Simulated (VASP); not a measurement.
Crystal: Hg.

```
Hg
1.0
     5.92202    0.00000    0.00000
    -2.96101    5.12862    0.00000
     0.00000    0.00000    3.49529
Hg
3
Direct
  0.00000 0.50000 0.66667
  0.50000 0.00000 0.00000
  0.50000 0.50000 0.33333
```

* Program: VASP 6.6.1
* Task: relaxation of cell and atoms
* Functional: PBE
* Potentials or basis: VASP PAW PBE potentials, release 64 (Hg)
* Cutoff: 600 eV
* k mesh: 3 × 3 × 6
* Occupations: gaussian, width 0.1 eV
* Spin: no spin polarisation

At the start: pressure 0.5 GPa; volume 35.39 Å³/atom.

Problem. Where does the relaxation end?

Solution. Over 3 steps the energy falls by 2.9 meV/atom and the volume is 37.34 Å³/atom (+5.5 %); space group P6_222 (No. 180, to 0.05 Å).

The path:
```
step  energy change (eV)  largest force (eV/Å)  pressure (GPa)  volume (Å³)
   1              0.0000                0.0000            0.54       106.16
   2             -0.0050                0.0000            0.31       108.01
   3             -0.0088                0.0000            0.02       112.02
```

Final structure:
```yaml
crystal:
  lattice:
    - [6.04066, 0.00000, 0.00000]
    - [-3.02033, 5.23137, 0.00000]
    - [0.00000, 0.00000, 3.54489]
  atoms:
    - { symbol: Hg, position: [0.00000, 0.50000, 0.66667] }
    - { symbol: Hg, position: [0.50000, 0.00000, 0.00000] }
    - { symbol: Hg, position: [0.50000, 0.50000, 0.33333] }
```

Caveat: the k points lie up to 0.40 Å⁻¹ apart in the final cell.
